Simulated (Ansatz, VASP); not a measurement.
# One calculation of Be, two programs

File INCAR:

```
  PREC = Accurate
  ENCUT = 520
  EDIFF = 1E-6
  ISMEAR = -1
  SIGMA = 0.08
  LREAL = False
  LASPH = True
  NELM = 80
  ALGO = Normal
  ISIF = 2
  LWAVE = False
  LCHARG = False
  GGA = PE
  NBANDS = 9
```

Contents of KPOINTS:

```
regular mesh
0
Gamma
  20 20 20
```

The input POSCAR:

```
Be
1.0
   -1.7385494366      1.7385494366      0.9323863254
    1.7385494366     -1.7385494366      0.9323863254
    1.7385494366      1.7385494366     -0.9323863254
Be
2
Direct
   -0.3750000000     -0.1250000000     -0.2500000000
    0.3750000000      0.1250000000      0.2500000000
```

Input for Ansatz:

```yaml
crystal:
  lattice:
    - [-1.7385494366, 1.7385494366, 0.9323863254]
    - [1.7385494366, -1.7385494366, 0.9323863254]
    - [1.7385494366, 1.7385494366, -0.9323863254]
  atoms:
    - { symbol: Be, position: [-0.375, -0.125, -0.25] }
    - { symbol: Be, position: [0.375, 0.125, 0.25] }
kpoints:
  mp_grid: { grid: [20, 20, 20] }
scf:
  occupations: { method: fermi_dirac, width: 0.08 }
hamiltonian:
  xc: pbe
  pseudopotentials: { kind: all_electron, lapw: { basis_error: 0.001 } }
output:
  forces: true
  stress: true
  eigenvalues: true
  populations: true
```

Change from the starting cell: volume scaled by 0.6, LAPW.

Alike in both runs: task single point; functional PBE; k mesh 20 × 20 × 20; occupations fermi-dirac, width 0.08 eV; no spin polarisation.

|  | VASP | Ansatz |
| --- | --- | --- |
| version | VASP 6.6.1 | Ansatz 0.2.0 |
| potentials or method | VASP PAW PBE potentials, release 64 (Be), cutoff 520 eV | all-electron LAPW, scalar-relativistic |

|  | VASP | Ansatz | Ansatz less VASP |
| --- | --- | --- | --- |
| pressure (GPa) | 97.5 | 96.9 | -0.67 |
| traceless stress, the component that is largest in VASP (GPa) | 0.16 | 0.03 | -0.126 |

Both programs put the cell under a high pressure, so it lies far from rest at this level. Ansatz ran all-electron here, and VASP with PAW potentials.

Noted on VASP's run: the cell as given lies far from equilibrium.
